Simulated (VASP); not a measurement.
Input of a VASP 6.6.1 run:

The input INCAR:

```
SYSTEM = HfN
PREC     = Accurate       ! precision mode
ENCUT    = 600            ! plane-wave cutoff, eV
EDIFF    = 1E-7           ! SCF threshold, eV
ISMEAR   = 0              ! smearing method
SIGMA    = 0.1            ! smearing width, eV
LREAL    = .False.        ! projectors in reciprocal space
LASPH    = .True.         ! aspherical terms in the spheres
NELM     = 120            ! most SCF steps
ALGO     = Normal         ! electronic algorithm
ISIF     = 3              ! what is computed and relaxed
LWAVE    = .False.        ! write WAVECAR
LCHARG   = .False.        ! write CHGCAR
GGA      = PE             ! functional
IBRION   = 2              ! ionic algorithm
NSW      = 60             ! ionic steps
EDIFFG   = -0.04          ! ionic threshold
GGA_COMPAT= .False.      
NELMIN   = 4
```

File KPOINTS:

```
regular mesh
0
Gamma
  6 6 6
  0 0 0
```

POSCAR

```
HfN
1.0
    0.0000000000      2.2558600900      2.2558600900
    2.2558600900      0.0000000000      2.2558600900
    2.2558600900      2.2558600900      0.0000000000
Hf N
1 1
Direct
    0.0000000000      0.0000000000      0.0000000000
    0.5000000000      0.5000000000      0.5000000000
```

Potentials or basis: VASP PAW PBE potentials, release 64 (Hf_pv, N).

Command:

```bash
$ cat potpaw_PBE.64/Hf_pv/POTCAR potpaw_PBE.64/N/POTCAR > POTCAR
$ mpirun -np 1 vasp_std > vasp.out
```

Task: Estimate the relaxed volume.

Result: 11.64 Å³/atom.

Task: What does it give for the relaxed cell?

Result: a = 3.205 Å, b = 3.205 Å, c = 3.205 Å, α = 60.00°, β = 60.00°, γ = 60.00°.

Task: Estimate the space group after relaxing (to 0.05 Å).

Result: Fm-3m (No. 225).

Final structure:
```
CELL_PARAMETERS angstrom
0.00000 2.26655 2.26655
2.26655 0.00000 2.26655
2.26655 2.26655 0.00000
ATOMIC_POSITIONS crystal
Hf 0.00000 0.00000 0.00000
N 0.50000 0.50000 0.50000
```

Caveat: the k points lie up to 0.40 Å⁻¹ apart in the final cell.
